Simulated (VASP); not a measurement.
# C32O (a cell with a defect) in VASP: single point with PBE+D3(BJ)

Aim: the single point of C32O (a cell with a defect) with PBE+D3(BJ).

Everything below comes from runs of VASP 6.6.1. Logs are shortened: lines on timing, memory, paths and dates and some standing lists are left out, and cuts for length are marked.

**1. The cell of the first run**

The cell holds a defect, 33 atoms: a = 6.613 Å, b = 6.619 Å, c = 6.619 Å, α = 96.28°, β = 96.34°, γ = 96.34°.

**2. Single point, PBE+D3(BJ)**

The input, INCAR:

```
SYSTEM = C32O
  ALGO = Normal
  EDIFF = 1E-6
  ENCUT = 520
  GGA = PE
  ISIF = 2
  ISMEAR = 0
  IVDW = 12
  LASPH = .TRUE.
  LCHARG = .TRUE.
  LELF = .TRUE.
  LREAL = Auto
  LVHAR = .TRUE.
  LWAVE = .FALSE.
  NBANDS = 89
  NELM = 80
  PREC = Accurate
  SIGMA = 0.02
```

The input, KPOINTS:

```
Automatic mesh
0
Gamma
  2 2 2
  0.5 0.5 0.5
```

The input, POSCAR:

```
C32O
1.0
    5.6709571555      0.0000000000     -3.4026574436
   -2.8677434780     -4.9298468454     -3.3594911955
   -2.8677434780      4.9298468454     -3.3594911955
C O
32 1
Direct
    0.4218217649      0.0468759588      0.5465785008
    0.6504537555      0.7791653334      0.5268871108
    0.9114012781      0.5385588364      0.5385586336
    0.4168839593      0.2927543037      0.2927545065
    0.1694665042      0.2951101810      0.5439140563
    0.6635469086      0.0386883823      0.2879792910
    0.9113366824      0.7868132257      0.2862678584
    0.4218217649      0.5465783993      0.0468760602
    0.1694666037      0.5439141548      0.2951102794
    0.6635470082      0.2879794908      0.0386883793
    0.9170343802      0.0425781947      0.0425781947
    0.4271898575      0.8002617446      0.8002619474
    0.1820249056      0.8027869537      0.0572092278
    0.6504539545      0.5268874091      0.7791654289
    0.9113368815      0.2862680552      0.7868134225
    0.1820246070      0.0572088311      0.8027867599
    0.5781782283      0.9534215430      0.4531240536
    0.8179749881      0.6972129916      0.4427906861
    0.0829655938      0.4574217234      0.4574217234
    0.5831161143      0.2072457128      0.2072455099
    0.3364530654      0.2120205256      0.4613116372
    0.8305333895      0.9560858890      0.2048897330
    0.0886632112      0.7131866182      0.2137321570
    0.5781782283      0.4531240536      0.9534215430
    0.3364531649      0.4613116342      0.2120207255
    0.8305334890      0.2048898314      0.9560859874
    0.0885986348      0.9614412032      0.9614414061
    0.5728101549      0.6997383935      0.6997381906
    0.3495461574      0.7208347062      0.9731129288
    0.8179752867      0.4427910828      0.6972131854
    0.0886630122      0.2137319602      0.7131864214
    0.3495461745      0.9731126699      0.7208346502
    1.0000001997      0.7500000124      0.7500000124
```

Potentials or basis: VASP PAW PBE potentials, release 64 (C, O).

On the command line:

```bash
$ cat potpaw_PBE.64/C/POTCAR potpaw_PBE.64/O/POTCAR > POTCAR
$ mpirun -np 1 vasp_std > vasp.out
```

OUTCAR:

```text
SYSTEM = C32O
   EDIFF = 1E-6
   ENCUT = 520
   GGA = PE
   ISIF = 2
   ISMEAR = 0
   IVDW = 12
   LASPH = .TRUE.
   LREAL = Auto
   NELM = 80
   PREC = Accurate
 IVDW          = 12

 ion  position               nearest neighbor table
   1  0.422  0.047  0.547-  32 1.41  21 1.43  17 1.43
   2  0.650  0.779  0.527-  17 1.41  18 1.43  28 1.43
   3  0.911  0.539  0.539-  19 1.44  18 1.45  30 1.45  33 1.86
   4  0.417  0.293  0.293-  21 1.42  25 1.42  20 1.43
   5  0.169  0.295  0.544-  19 1.42  21 1.42  31 1.43
   6  0.664  0.039  0.288-  20 1.42  22 1.42  17 1.43
   7  0.911  0.787  0.286-  18 1.41  22 1.43  23 1.43
   8  0.422  0.547  0.047-  29 1.41  25 1.43  24 1.43
   9  0.169  0.544  0.295-  19 1.42  25 1.42  23 1.43
[... 15 lines left out ...]
  25  0.336  0.461  0.212-   4 1.42   9 1.42   8 1.43
  26  0.831  0.205  0.956-  11 1.42  10 1.42  15 1.43
  27  0.089  0.961  0.961-  11 1.44  13 1.45  16 1.45  33 1.86
  28  0.573  0.700  0.700-  12 1.41   2 1.43  14 1.43
  29  0.350  0.721  0.973-   8 1.41  13 1.43  12 1.43
  30  0.818  0.443  0.697-  15 1.41  14 1.43   3 1.45
  31  0.089  0.214  0.713-  16 1.41   5 1.43  15 1.43
  32  0.350  0.973  0.721-   1 1.41  16 1.43  12 1.43
  33  0.000  0.750  0.750-  27 1.86   3 1.86

  LATTYP: Found a base centered monoclinic cell.
 ALAT       =     8.8340554103
 B/A-ratio  =     1.1161005034
 C/A-ratio  =     0.7486322134
 COS(beta)  =    -0.1654005518

  Lattice vectors:

 A1 = (  -2.8677434780,  -4.9298468454,  -3.3594911955)
 A2 = (  -2.8677434780,   4.9298468454,  -3.3594911955)
 A3 = (   5.6709571555,   0.0000000000,  -3.4026574436)

Analysis of symmetry for initial positions (statically):
=====================================================================
 Subroutine PRICEL returns:
 Original cell was already a primitive cell.

 Routine SETGRP: Setting up the symmetry group for a
 base centered monoclinic supercell.

 Subroutine GETGRP returns: Found  4 space group operations
 (whereof  2 operations were pure point group operations)
 out of a pool of  4 trial point group operations.

The static configuration has the point symmetry C_1h.
 The point group associated with its full space group is C_2h.

Analysis of symmetry for dynamics (positions and initial velocities):
=====================================================================
 Subroutine PRICEL returns:
 Original cell was already a primitive cell.

 Routine SETGRP: Setting up the symmetry group for a
 base centered monoclinic supercell.

 Subroutine GETGRP returns: Found  4 space group operations
 (whereof  2 operations were pure point group operations)
 out of a pool of  4 trial point group operations.

The dynamic configuration has the point symmetry C_1h.
 The point group associated with its full space group is C_2h.

 Subroutine INISYM returns: Found  4 space group operations
 (whereof  2 operations are pure point group operations),
 and found     1 'primitive' translations

----------------------------------------------------------------------------------------

                                     Primitive cell

  volume of cell :     284.0526

  direct lattice vectors                    reciprocal lattice vectors
     5.670957156  0.000000000 -3.402657444     0.116610618  0.000000000 -0.099541663
    -2.867743478 -4.929846845 -3.359491195    -0.059054477 -0.101423029 -0.098421722
    -2.867743478  4.929846845 -3.359491195    -0.059054477  0.101423029 -0.098421722

  length of vectors
     6.613458455  6.619178474  6.619178474     0.153318554  0.153169506  0.153169506

  position of ions in fractional coordinates (direct lattice)
     0.421821765  0.046875959  0.546578501
     0.650453756  0.779165333  0.526887111
     0.911401278  0.538558836  0.538558634
     0.416883959  0.292754304  0.292754507
     0.169466504  0.295110181  0.543914056
     0.663546909  0.038688382  0.287979291
[... 25 lines left out ...]
     0.349546174  0.973112670  0.720834650
     0.000000200  0.750000012  0.750000012

  ion indices of the primitive-cell ions
   primitive index   ion index
                 1           1
                 2           2
                 3           3
                 4           4
                 5           5
                 6           6
[... 25 lines left out ...]
                32          32
                33          33

----------------------------------------------------------------------------------------

 KPOINTS: Automatic mesh

Automatic generation of k-mesh.
 Grid dimensions read from file:
 generate k-points for:    2    2    2

 Generating k-lattice:

  Cartesian coordinates                     Fractional coordinates (reciprocal lattice)
     0.058305309  0.000000000 -0.049770831     0.500000000 -0.000000000 -0.000000000
    -0.029527238 -0.050711515 -0.049210861     0.000000000  0.500000000  0.000000000
    -0.029527238  0.050711515 -0.049210861     0.000000000  0.000000000  0.500000000

  Length of vectors
     0.076659277  0.076584753  0.076584753

  Shift w.r.t. Gamma in fractional coordinates (k-lattice)
     0.500000000  0.500000000  0.500000000

 Subroutine IBZKPT returns following result:
 ===========================================

 Found      3 irreducible k-points:

 Following reciprocal coordinates:
            Coordinates               Weight
  0.250000  0.250000  0.250000      2.000000
 -0.250000  0.250000  0.250000      2.000000
  0.250000 -0.250000  0.250000      4.000000
   k-points           NKPTS =      3   k-points in BZ     NKDIM =      3   number of bands    NBANDS=     89
   number of dos      NEDOS =    301   number of ions     NIONS =     33
   total plane-waves  NPLWV = 125000
   dimension x,y,z NGX =    50 NGY =   50 NGZ =   50
   dimension x,y,z NGXF=   100 NGYF=  100 NGZF=  100
   ions per type =              32   1
   NGX,Y,Z   is equivalent  to a cutoff of  12.57, 12.56, 12.56 a.u.
   NGXF,Y,Z  is equivalent  to a cutoff of  25.14, 25.12, 25.12 a.u.
 SYSTEM =  C32O
   PREC   = accura    normal or accurate (medium, high low for compatibility)
   ISTART =      0    job   : 0-new  1-cont  2-samecut
   ICHARG =      2    charge: 1-file 2-atom 10-const
   ISPIN  =      1    spin polarized calculation?
   LNONCOLLINEAR =      F non collinear calculations
   LSORBIT =      F    spin-orbit coupling
   LASPH  =      T    aspherical Exc in radial PAW
   ENCUT  =  520.0 eV  38.22 Ry    6.18 a.u.  12.30 12.31 12.31*2*pi/ulx,y,z
   NELM   =     80;   NELMIN=  2; NELMDL= -5     # of ELM steps
   EDIFF  = 0.1E-05   stopping-criterion for ELM
   LREAL  =      T    real-space projection
   EDIFFG = 0.1E-04   stopping-criterion for IOM
   NSW    =      0    number of steps for IOM
   IBRION =     -1    ionic relax: 0-MD 1-quasi-New 2-CG
   NFREE  =      0    steps in history (QN), initial steepest desc. (CG)
   ISIF   =      2    stress and relaxation
   ISYM   =      2    0-nonsym 1-usesym 2-fastsym
   POTIM  = 0.5000    time-step for ionic-motion
   TEBEG  =    0.0;   TEEND  =   0.0 temperature during run
   PSTRESS=    0.0 pullay stress
   NELECT =     134.0000    total number of electrons
   NUPDOWN=      -1.0000    fix difference up-down
   EMIN   =  10.00;   EMAX   =-10.00  energy-range for DOS
   EFERMI =   0.00;   METHOD = LEGACY
   ISMEAR =     0;   SIGMA  =   0.02  broadening in eV -4-tet -1-fermi 0-gaus
   EFERMI_NEDOS =   21; number of points for ismear=-14 and -15
   IALGO  =     38    algorithm
   IMIX   =      4    mixing-type and parameters
     AMIX     =   0.40;   BMIX     =  1.00
     AMIX_MAG =   1.60;   BMIX_MAG =  1.00
  volume/ion in A,a.u.               =       8.61        58.09
  Fermi-wavevector in a.u.,A,eV,Ry     =   1.274413  2.408291 22.097606  1.624128
  Thomas-Fermi vector in A             =   2.407182
   LORBIT       =      0    0 simple, 1 ext, 2 COOP (PROOUT), +10 PAW based schemes
   GGA     = PE    functional components
   LHFCALC =     F    Hartree Fock is set to
   AEXX    =    0.0000 exact exchange contribution
   IVDW    =    12    specifies the selected vdW correction
   LEPSILON=     F    determine dielectric tensor
   LRPA    =     F    only Hartree local field effects (RPA)
 non-spin polarized calculation
 Gauss-broadening in eV      SIGMA  =   0.02
  energy-cutoff  :      520.00
  volume of cell :      284.05
 maximum number of plane-waves:      7645
 NGX is ok and might be reduce to    50
   NGX = 25   NGY = 25   NGZ = 25

 number of electron     133.9999996 magnetization

 Free energy of the ion-electron system (eV)
  ---------------------------------------------------
  ext. energy  EPLUGINS =         0.00000000
  ---------------------------------------------------
  free energy    TOTEN  =      -296.26214933 eV

  energy without entropy =     -296.26214933  energy(sigma->0) =     -296.26214933

 E-fermi :   4.5303     XC(G=0): -10.4904

 val. band max:        4.3929207350   @ k =   0.2500  -0.2500   0.2500
 cond. band min:       4.8475173920   @ k =   0.2500  -0.2500   0.2500
 fundamental gap:      0.4545966570
 Fermi energy:         4.5302856460

 k-point     1 :       0.2500    0.2500    0.2500
  band No.  band energies     occupation
      1     -14.9914      2.00000
      2     -14.2046      2.00000
      3     -13.3854      2.00000
      4     -13.3781      2.00000
      5     -13.2317      2.00000
      6     -13.1364      2.00000
[... 71 lines left out ...]
     78      11.3411      0.00000
     79      11.4961      0.00000

 k-point     2 :      -0.2500    0.2500    0.2500
  band No.  band energies     occupation
      1     -14.9063      2.00000
      2     -14.2620      2.00000
      3     -14.0058      2.00000
      4     -13.6249      2.00000
      5     -12.9860      2.00000
      6     -12.2924      2.00000
[... 71 lines left out ...]
     78       9.7585      0.00000
     79      10.3301      0.00000

 k-point     3 :       0.2500   -0.2500    0.2500
  band No.  band energies     occupation
      1     -14.9041      2.00000
      2     -14.2807      2.00000
      3     -13.9859      2.00000
      4     -13.6235      2.00000
      5     -12.9891      2.00000
      6     -12.2945      2.00000
[... 71 lines left out ...]
     78       9.7414      0.00000
     79      10.3082      0.00000
 [bands above 79 left out]

------------------------ aborting loop because EDIFF is reached ----------------------------------------

 Edisp (eV)   -5.13225

 E8    (eV) :    -1.4502

  FORCE on cell =-STRESS in cart. coord.  units (eV):
  Direction    XX          YY          ZZ          XY          YZ          ZX
  --------------------------------------------------------------------------------------
  -------------------------------------------------------------------------------------
  Total       1.77888     2.80806     5.22863     0.00000     0.00000    -2.82030
  in kB      10.03364    15.83864    29.49168     0.00000     0.00000   -15.90769
  external pressure =       18.45 kB  Pullay stress =        0.00 kB

 VOLUME and BASIS-vectors are now :
 -----------------------------------------------------------------------------
  energy-cutoff  :      520.00
  volume of cell :      284.05
      direct lattice vectors                 reciprocal lattice vectors
     5.670957156  0.000000000 -3.402657444     0.116610618  0.000000000 -0.099541663
    -2.867743478 -4.929846845 -3.359491195    -0.059054477 -0.101423029 -0.098421722
    -2.867743478  4.929846845 -3.359491195    -0.059054477  0.101423029 -0.098421722

 POSITION                                       TOTAL-FORCE (eV/Angst)
 -----------------------------------------------------------------------------------
      0.69026      2.46346     -3.42902        -0.000888     -0.000592     -0.000166
     -0.05673     -1.24369     -6.60094        -0.004722      0.003205      0.006036
      2.07962     -0.00000     -6.71975         0.014180     -0.000000      0.011189
      0.68504      0.00000     -3.38552        -0.000036     -0.000000     -0.004445
     -1.44507      1.22656     -3.39533        -0.005096      0.003098     -0.000657
      2.82615      1.22897     -3.35526         0.005580      0.001496     -0.000488
[... 25 lines left out ...]
     -2.87554     -1.24369     -6.88019         0.004722      0.003205     -0.006036
     -4.30161      0.00000     -5.03924         0.000000     -0.000000     -0.000000
 -----------------------------------------------------------------------------------
    total drift:                                0.006782     -0.000205     -0.013775

  FREE ENERGIE OF THE ION-ELECTRON SYSTEM (eV)
  ---------------------------------------------------
  free  energy   TOTEN  =      -301.3944018119 eV

  energy  without entropy=     -301.3944018119  energy(sigma->0) =     -301.39440181
```

Run time: 1.9 min. Hardware: 1 thread of Intel Xeon Platinum 8488C (Sapphire Rapids), shared host; peak memory 0.35 GiB.

What came out:

```yaml
Free_energy: -301.3944 eV
Pressure: 1.8 GPa
Largest_force: 0.018 eV/Å
Band_gap_on_the_k_mesh: 0.45 eV
Dispersion_energy_per_atom: -0.156 eV
```

Forces on the atoms (eV/Å):
```
C   -0.001 -0.001  0.000
C   -0.005  0.003  0.006
C    0.014  0.000  0.011
C    0.000  0.000 -0.004
C   -0.005  0.003 -0.001
C    0.006  0.001  0.000
C   -0.003 -0.004  0.001
C   -0.001  0.001  0.000
C   -0.005 -0.003 -0.001
C    0.006 -0.001  0.000
C    0.000  0.000 -0.005
C   -0.009  0.000  0.001
C   -0.001 -0.006 -0.006
C   -0.005 -0.003  0.006
C   -0.003  0.004  0.001
C   -0.001  0.006 -0.006
C    0.001 -0.001  0.000
C    0.001  0.006  0.006
C    0.000  0.000  0.005
C    0.000  0.000  0.004
C   -0.006  0.001  0.000
C    0.005  0.003  0.001
C    0.003  0.004 -0.001
C    0.001  0.001  0.000
C   -0.006 -0.001  0.000
C    0.005 -0.003  0.001
C   -0.014  0.000 -0.011
C    0.009  0.000 -0.001
C    0.005 -0.003 -0.006
C    0.001 -0.006  0.006
C    0.003 -0.004 -0.001
C    0.005  0.003 -0.006
O    0.000  0.000  0.000
```
